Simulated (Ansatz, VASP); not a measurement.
## Re in VASP and in Ansatz

```
Re
1.0
     0.00000    1.93468    1.93468
     1.93468    0.00000    1.93468
     1.93468    1.93468    0.00000
Re
1
Direct
  0.00000 0.00000 0.00000
```

Change from the starting cell: volume scaled by 0.94.

Alike in both runs: task single point; functional PBEsol; k mesh 14 × 14 × 14; occupations fermi-dirac, width 0.05 eV; no spin polarisation.

|  | VASP | Ansatz |
| --- | --- | --- |
| version | VASP 6.6.1 | Ansatz 0.2.0 |
| potentials or method | VASP PAW PBE potentials, release 64 (Re), cutoff 520 eV | all-electron LAPW, scalar-relativistic |

|  | VASP | Ansatz | Ansatz less VASP |
| --- | --- | --- | --- |
| pressure (GPa) | 3.2 | 3.2 | +0.01 |

VASP's potentials were made for PBE, not for PBEsol. Ansatz ran all-electron here, and VASP with PAW potentials.

Neither program's run includes spin-orbit coupling.
